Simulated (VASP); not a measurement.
Here is a VASP 6.6.1 calculation.

The input POSCAR:

```
LaC
1.0
    0.0000000000      2.7220337006      2.7220337006
    2.7220337006      0.0000000000      2.7220337006
    2.7220337006      2.7220337006      0.0000000000
La C
1 1
Direct
    0.5000000000      0.5000000000      0.5000000000
    0.0000000000      0.0000000000      0.0000000000
```

INCAR.step1

```
PREC = Accurate
ENCUT = 520
ISMEAR = 0
SIGMA = 0.05
LREAL = False
LASPH = True
NELM = 100
NBANDS = 14
GGA = PE
ALGO = Normal
EDIFF = 1E-4
LWAVE = True
LCHARG = False
```

The input INCAR.step2:

```
PREC = Accurate
ENCUT = 520
EDIFF = 1E-7
ISMEAR = 0
SIGMA = 0.05
LREAL = False
LASPH = True
NELM = 100
ALGO = Normal
ISIF = 2
LWAVE = False
LCHARG = True
METAGGA = R2SCAN
LMIXTAU = True
LELF = True
LVHAR = True
NBANDS = 14
ISTART = 1
```

The input KPOINTS:

```
Automatic mesh
0
Gamma
  12 12 12
```

Potentials or basis: VASP PAW PBE potentials, release 64 (La, C).

Launch:

```console
$ cat potpaw_PBE.64/La/POTCAR potpaw_PBE.64/C/POTCAR > POTCAR
$ cp INCAR.step1 INCAR
$ mpirun -np 1 vasp_std > vasp.out
$ cp INCAR.step2 INCAR
$ mpirun -np 1 vasp_std > vasp.out
```

Task: Estimate the pressure.

Result: -0.1 GPa.

Caveat: the PAW data sets were made with another functional, which shifts forces and pressure a little.
